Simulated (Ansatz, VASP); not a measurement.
**HCl: VASP beside Ansatz**

```
CELL_PARAMETERS angstrom
0.00000 2.51850 2.95650
2.51850 0.00000 2.95650
2.51850 2.51850 0.00000
ATOMIC_POSITIONS crystal
H 0.00000 0.00000 0.00000
Cl 0.50000 0.50000 0.50000
```

Change from the starting cell: strain -0.080 along x and y, +0.080 along z, atoms carried along.

Alike in both runs: task single point; functional r2SCAN; k mesh 16 × 16 × 16; occupations gaussian, width 0.15 eV; no spin polarisation.

|  | VASP | Ansatz |
| --- | --- | --- |
| version | VASP 6.6.1 | Ansatz 0.2.0 |
| potentials or method | VASP PAW PBE potentials, release 64 (H, Cl), cutoff 520 eV | scalar-relativistic, plane waves, PAW |
| valence electrons in the cell | 8 | 8 |

```csv
,VASP,Ansatz,Ansatz less VASP
gap on the k mesh at the Fermi level (eV),none,none,-
pressure (GPa),-10.5,-10.4,+0.10
"traceless stress, the component that is largest in VASP (GPa)",6.91,6.89,-0.013
```

VASP's potentials were made for PBE, not for r2SCAN. A gap of «none» marks a metal or a gap that the smearing closes.
